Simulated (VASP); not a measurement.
# LiH (Fm-3m) in VASP: a series of runs, part 2 of 2

VASP 6.6.1. The steps go on from the part before.

### 4 Single point, LDA

This run uses another cell than the first one, of 8.45 Å³/atom, 1.042 times its volume.

INCAR

```
  PREC = Accurate
  ENCUT = 520
  EDIFF = 1E-6
  ISMEAR = -1
  SIGMA = 0.05
  LREAL = False
  LASPH = True
  NELM = 60
  ALGO = Normal
  ISIF = 2
  LWAVE = False
  LCHARG = True
  GGA = CA
  LELF = True
  LVHAR = True
  NBANDS = 9
```

KPOINTS

```
Automatic mesh
0
Gamma
  11 11 11
```

POSCAR

```
LiH
1.0
    0.0000000000      2.0367500000      2.0367500000
    2.0367500000      0.0000000000      2.0367500000
    2.0367500000      2.0367500000      0.0000000000
Li H
1 1
Direct
    0.0000000000      0.0000000000      0.0000000000
    0.5000000000      0.5000000000      0.5000000000
```

Potentials or basis: VASP PAW LDA potentials, release 64 (Li_sv, H).

Run with:

```console
> cat potpaw_LDA.64/Li_sv/POTCAR potpaw_LDA.64/H/POTCAR > POTCAR
> mpirun -np 1 vasp_std > vasp.out
```

OUTCAR:

```text
PREC = Accurate
   ENCUT = 520
   EDIFF = 1E-6
   ISMEAR = -1
   LREAL = False
   LASPH = True
   NELM = 60
   ISIF = 2
   GGA = CA

 ion  position               nearest neighbor table
   1  0.000  0.000  0.000-
   2  0.500  0.500  0.500-

  LATTYP: Found a face centered cubic cell.
 ALAT       =     4.0735000000

  Lattice vectors:

 A1 = (   0.0000000000,   2.0367500000,   2.0367500000)
 A2 = (   2.0367500000,   0.0000000000,   2.0367500000)
 A3 = (   2.0367500000,   2.0367500000,   0.0000000000)

Analysis of symmetry for initial positions (statically):
=====================================================================
 Subroutine PRICEL returns:
 Original cell was already a primitive cell.

 Routine SETGRP: Setting up the symmetry group for a
 face centered cubic supercell.

 Subroutine GETGRP returns: Found 48 space group operations
 (whereof 48 operations were pure point group operations)
 out of a pool of 48 trial point group operations.

The static configuration has the point symmetry O_h .

[... 163 lines left out ...]
 cond. band min:       2.7728465409   @ k =  -0.4545   0.4545   0.0000
 fundamental gap:      2.8396547773
 Fermi energy:         1.0318405674

 k-point     1 :       0.0000    0.0000    0.0000
  band No.  band energies     occupation
      1     -43.5304      2.00000
      2      -5.3979      2.00000
      3      15.4833      0.00000
      4      16.9074      0.00000
      5      16.9074      0.00000
      6      16.9074      0.00000
      7      21.6482      0.00000
      8      21.6482      0.00000
      9      21.6482      0.00000
[... 265 lines left out ...]
 k-point    24 :      -0.1818    0.1818    0.0000
  band No.  band energies     occupation
      1     -43.5014      2.00000
      2      -3.9124      2.00000
      3       9.7209      0.00000
      4       9.7535      0.00000
      5      15.3397      0.00000
      6      16.6291      0.00000
      7      20.6487      0.00000
      8      22.4044      0.00000
      9      24.0409      0.00000

 [... further k-points ...]

------------------------ aborting loop because EDIFF is reached ----------------------------------------

  FORCE on cell =-STRESS in cart. coord.  units (eV):
  Direction    XX          YY          ZZ          XY          YZ          ZX
  --------------------------------------------------------------------------------------
  -------------------------------------------------------------------------------------
  Total       -0.4490491     -0.4490491     -0.4490491      0.0000000      0.0000000     -0.0000000
  in kB      -42.5756410    -42.5756410    -42.5756410      0.0000000      0.0000000     -0.0000000
  external PRESSURE =     -42.5756410 kB  Pullay stress =       0.0000000 kB

 VOLUME and BASIS-vectors are now :
 -----------------------------------------------------------------------------
  energy-cutoff  :      520.00
  volume of cell :       16.90
      direct lattice vectors                 reciprocal lattice vectors
     0.000000000  2.036750000  2.036750000    -0.245489137  0.245489137  0.245489137
     2.036750000  0.000000000  2.036750000     0.245489137 -0.245489137  0.245489137
     2.036750000  2.036750000  0.000000000     0.245489137  0.245489137 -0.245489137

 POSITION                                       TOTAL-FORCE (eV/Angst)
 -----------------------------------------------------------------------------------
      0.00000      0.00000      0.00000         0.000000      0.000000      0.000000
      2.03675      2.03675      2.03675        -0.000000     -0.000000     -0.000000
 -----------------------------------------------------------------------------------
    total drift:                                0.000000     -0.000000     -0.000000

  FREE ENERGIE OF THE ION-ELECTRON SYSTEM (eV)
  ---------------------------------------------------
  free  energy   TOTEN  =        -6.4693917246 eV

  energy  without entropy=       -6.4693917246  energy(sigma->0) =       -6.46939172
```

OSZICAR:

```text
N       E                     dE             d eps       ncg     rms          rms(c)
DAV:   1    -0.187306339951E+01   -0.18731E+01   -0.13925E+03  1032   0.390E+02
DAV:   2    -0.664423927020E+01   -0.47712E+01   -0.47370E+01  1371   0.559E+01
DAV:   3    -0.671961189427E+01   -0.75373E-01   -0.75322E-01  1275   0.579E+00
DAV:   4    -0.672012384259E+01   -0.51195E-03   -0.51193E-03  1391   0.378E-01
DAV:   5    -0.672012624439E+01   -0.24018E-05   -0.24018E-05  1292   0.185E-02    0.277E+00
DAV:   6    -0.653069150206E+01    0.18943E+00   -0.17190E-01  1123   0.117E+00    0.135E+00
DAV:   7    -0.646866005177E+01    0.62031E-01   -0.19608E-01  1223   0.139E+00    0.198E-01
DAV:   8    -0.646944805549E+01   -0.78800E-03   -0.38814E-03  1132   0.425E-01    0.437E-02
DAV:   9    -0.646939167356E+01    0.56382E-04   -0.19331E-04  1250   0.497E-02    0.615E-03
DAV:  10    -0.646939172457E+01   -0.51005E-07   -0.52709E-06  1178   0.170E-02
   1 F= -.64693917E+01 E0= -.64693917E+01  d E =-.652338E-11
```

stdout:

```text
POSCAR found type information on POSCAR LiH
 POSCAR found :  2 types and       2 ions
 scaLAPACK will be used
 LDA part: xc-table for (Slater(with rela. corr.)+CA(PZ))
 , standard interpolation
 POSCAR, INCAR and KPOINTS ok, starting setup
 FFT: planning ... GRIDC
 FFT: planning ... GRID_SOFT
 FFT: planning ... GRID
 WAVECAR not read
 entering main loop
```

Wall time 5.8 s (1 thread of Intel Xeon Platinum 8175M at 2.50GHz (Skylake/Cascade Lake), shared host); peak memory 0.12 GiB.

Results:

* Free energy: -6.4694 eV
* Band gap on the k mesh: 2.84 eV, direct

Caveat: the cutoff is under 1.25 times the usual one of these potentials, so pressure, stress and relaxed cells hold a basis-set (Pulay) error. A k mesh can miss the band edges.

### 5 Single point, LDA (volume scaled by 1.02)

INCAR

```
PREC = Accurate
ENCUT = 520
EDIFF = 1E-6
ISMEAR = -1
SIGMA = 0.05
LREAL = F
LASPH = T
NELM = 60
ALGO = Normal
ISIF = 2
LWAVE = F
LCHARG = F
NBANDS = 9
```

KPOINTS

```
regular mesh
0
Gamma
  11 11 11
```

POSCAR

```
LiH
1.0
    0.0000000000      2.0502388037      2.0502388037
    2.0502388037      0.0000000000      2.0502388037
    2.0502388037      2.0502388037      0.0000000000
Li H
1 1
Direct
    0.0000000000      0.0000000000      0.0000000000
    0.5000000000      0.5000000000      0.5000000000
```

Potentials or basis: VASP PAW LDA potentials, release 64 (Li_sv, H).

Run with:

```console
> cat potpaw_LDA.64/Li_sv/POTCAR potpaw_LDA.64/H/POTCAR > POTCAR
> mpirun -np 1 vasp_std > vasp.out
```

OUTCAR:

```text
PREC = Accurate
   ENCUT = 520
   EDIFF = 1E-6
   ISMEAR = -1
   LREAL = F
   LASPH = T
   NELM = 60
   ISIF = 2

 ion  position               nearest neighbor table
   1  0.000  0.000  0.000-
   2  0.500  0.500  0.500-

  LATTYP: Found a face centered cubic cell.
 ALAT       =     4.1004776074

  Lattice vectors:

 A1 = (   0.0000000000,   2.0502388037,   2.0502388037)
 A2 = (   2.0502388037,   0.0000000000,   2.0502388037)
[... 471 lines left out ...]
 [... further k-points ...]

------------------------ aborting loop because EDIFF is reached ----------------------------------------

  FORCE on cell =-STRESS in cart. coord.  units (eV):
  Direction    XX          YY          ZZ          XY          YZ          ZX
  --------------------------------------------------------------------------------------
  -------------------------------------------------------------------------------------
  Total       -0.5109715     -0.5109715     -0.5109715      0.0000000      0.0000000      0.0000000
  in kB      -47.4967522    -47.4967522    -47.4967522      0.0000000      0.0000000      0.0000000
  external PRESSURE =     -47.4967522 kB  Pullay stress =       0.0000000 kB

 VOLUME and BASIS-vectors are now :
 -----------------------------------------------------------------------------
  energy-cutoff  :      520.00
  volume of cell :       17.24
      direct lattice vectors                 reciprocal lattice vectors
     0.000000000  2.050238804  2.050238804    -0.243874030  0.243874030  0.243874030
     2.050238804  0.000000000  2.050238804     0.243874030 -0.243874030  0.243874030
     2.050238804  2.050238804  0.000000000     0.243874030  0.243874030 -0.243874030

 POSITION                                       TOTAL-FORCE (eV/Angst)
 -----------------------------------------------------------------------------------
      0.00000      0.00000      0.00000         0.000000     -0.000000      0.000000
      2.05024      2.05024      2.05024         0.000000      0.000000      0.000000
 -----------------------------------------------------------------------------------
    total drift:                                0.000000     -0.000000     -0.000000

  FREE ENERGIE OF THE ION-ELECTRON SYSTEM (eV)
  ---------------------------------------------------
  free  energy   TOTEN  =        -6.4603318839 eV

  energy  without entropy=       -6.4603318839  energy(sigma->0) =       -6.46033188
```

It took 5.2 s on 1 thread of Intel Xeon Platinum 8175M at 2.50GHz (Skylake/Cascade Lake), shared host; peak memory 0.12 GiB.

Results:

```
Free energy            : -6.4603 eV
Band gap on the k mesh : 2.85 eV, direct
```

Caveat: the cell differs from its parent crystal (volume scaled by 1.02); the cutoff is under 1.25 times the usual one of these potentials, so pressure, stress and relaxed cells hold a basis-set (Pulay) error.

### 6 Single point, LDA (volume scaled by 1.04)

INCAR

```
PREC     = Accurate       # precision mode
ENCUT    = 520            # plane-wave cutoff, eV
EDIFF    = 1E-7           # SCF threshold, eV
ISMEAR   = -1             # smearing method
SIGMA    = 0.05           # smearing width, eV
LREAL    = False          # projectors in reciprocal space
LASPH    = True           # aspherical terms in the spheres
NELM     = 80             # most SCF steps
ALGO     = Normal         # electronic algorithm
ISIF     = 2              # what is computed and relaxed
LWAVE    = False          # write WAVECAR
LCHARG   = True           # write CHGCAR
GGA      = CA             # functional
LELF     = True           # ELF
LVHAR    = True         
NBANDS   = 9              # bands
```

KPOINTS

```
Automatic mesh
0
Gamma
  11 11 11
```

POSCAR

```
LiH
1.0
    0.0000000000      2.0635524157      2.0635524157
    2.0635524157      0.0000000000      2.0635524157
    2.0635524157      2.0635524157      0.0000000000
Li H
1 1
Direct
    0.0000000000      0.0000000000      0.0000000000
    0.5000000000      0.5000000000      0.5000000000
```

Potentials or basis: VASP PAW LDA potentials, release 64 (Li_sv, H).

Run with:

```console
> cat potpaw_LDA.64/Li_sv/POTCAR potpaw_LDA.64/H/POTCAR > POTCAR
> mpirun -np 1 vasp_std > vasp.out
```

Wall time 5.9 s (1 thread of Intel Xeon Platinum 8175M at 2.50GHz (Skylake/Cascade Lake), shared host); peak memory 0.12 GiB.

Results (log left out):

```
Free energy            : -6.4503 eV
Band gap on the k mesh : 2.86 eV, direct
```

Levels at points of the mesh, in eV from the valence-band top:
```
           k point  band 1  band 2  band 3  band 4  band 5
(0.00, 0.00, 0.00)  -43.51   -5.19   15.07   16.60   16.60
```

Caveat: the cell differs from its parent crystal (volume scaled by 1.04); the cutoff is under 1.25 times the usual one of these potentials, so pressure, stress and relaxed cells hold a basis-set (Pulay) error. A k mesh can miss the band edges.

### 7 The runs side by side

```csv
cell,gap on the mesh (eV)
"a = 2.841 Å, angles 60.0°, 2 atoms",2.81
"a = 2.861 Å, angles 60.0°, 2 atoms",2.83
"a = 2.880 Å, angles 60.0°, 2 atoms",2.84
"a = 2.899 Å, angles 60.0°, 2 atoms",2.85
"a = 2.918 Å, angles 60.0°, 2 atoms",2.86
```

Alike in all rows: task single point; level LDA; potentials or basis VASP PAW LDA potentials, release 64 (Li_sv, H); no spin polarisation; k mesh 11 × 11 × 11; cutoff (eV) 520; smearing fermi-dirac 0.05 eV.

Caveats: the cutoff is under 1.25 times the usual one of these potentials, so pressure, stress and relaxed cells hold a basis-set (Pulay) error.

Absolute energies hang on the potentials; compare differences alone.
